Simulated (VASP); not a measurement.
Crystal: Mg2B3.

```
CELL_PARAMETERS angstrom
3.69896 0.00000 0.00000
-1.84948 3.20339 0.00000
0.00000 0.00000 4.54219
ATOMIC_POSITIONS crystal
Mg 0.66667 0.33333 0.50000
Mg 0.33333 0.66667 0.00000
B 0.00000 0.00000 0.74540
B 0.00000 0.00000 0.25460
B 0.66667 0.33333 0.00000
```

```yaml
Program: VASP 6.6.1
Task: relaxation of cell and atoms
Functional: PBE
Potentials_or_basis: VASP PAW PBE potentials, release 64 (Mg, B)
Cutoff: 600 eV
k_mesh: 6 × 6 × 4
Occupations: gaussian, width 0.1 eV
Spin: no spin polarisation
```

At the start: pressure 8.8 GPa; volume 10.76 Å³/atom.

Problem. Where does the relaxation end?

Solution. Over 16 steps the energy falls by 194.0 meV/atom and the volume is 12.28 Å³/atom (+14.0 %); space group P-6m2 (No. 187, to 0.05 Å).

Step by step:
| step | energy change (eV) | largest force (eV/Å) | pressure (GPa) | volume (Å³) |
| --- | --- | --- | --- | --- |
| 1 | 0.0000 | 0.7804 | 8.78 | 53.82 |
| 2 | -0.1912 | 0.9922 | -0.30 | 58.55 |
| 3 | -0.2043 | 1.0544 | -2.79 | 60.27 |
| 4 | -0.3981 | 1.5398 | -3.51 | 60.95 |
| 5 | -0.7787 | 1.4850 | 0.33 | 62.91 |
| 6 | -0.7035 | 1.7858 | -3.92 | 61.79 |
| 7 | -0.8588 | 0.8880 | -2.70 | 62.36 |
| 8 | -0.8678 | 0.2226 | -1.79 | 62.56 |
| 9 | -0.8689 | 0.4268 | -2.06 | 62.51 |
| 10 | -0.7509 | 3.2696 | 4.74 | 61.11 |
| 11 | -0.9047 | 0.5805 | -0.05 | 62.01 |
| 12 | -0.9524 | 0.0674 | -0.14 | 61.28 |
| 13 | -0.9692 | 0.1269 | -0.30 | 61.55 |
| 14 | -0.9692 | 0.1348 | -0.30 | 61.56 |
| 15 | -0.9702 | 0.0405 | -0.37 | 61.36 |
| 16 | -0.9702 | 0.0249 | -0.37 | 61.38 |

Final structure:
```
CELL_PARAMETERS angstrom
3.89361 0.00000 0.00000
-1.94680 3.37196 0.00000
0.00000 0.00000 4.67484
ATOMIC_POSITIONS crystal
Mg 0.66667 0.33333 0.50000
Mg 0.33333 0.66667 0.00000
B 0.00000 0.00000 0.67397
B 0.00000 0.00000 0.32603
B 0.66667 0.33333 0.00000
```
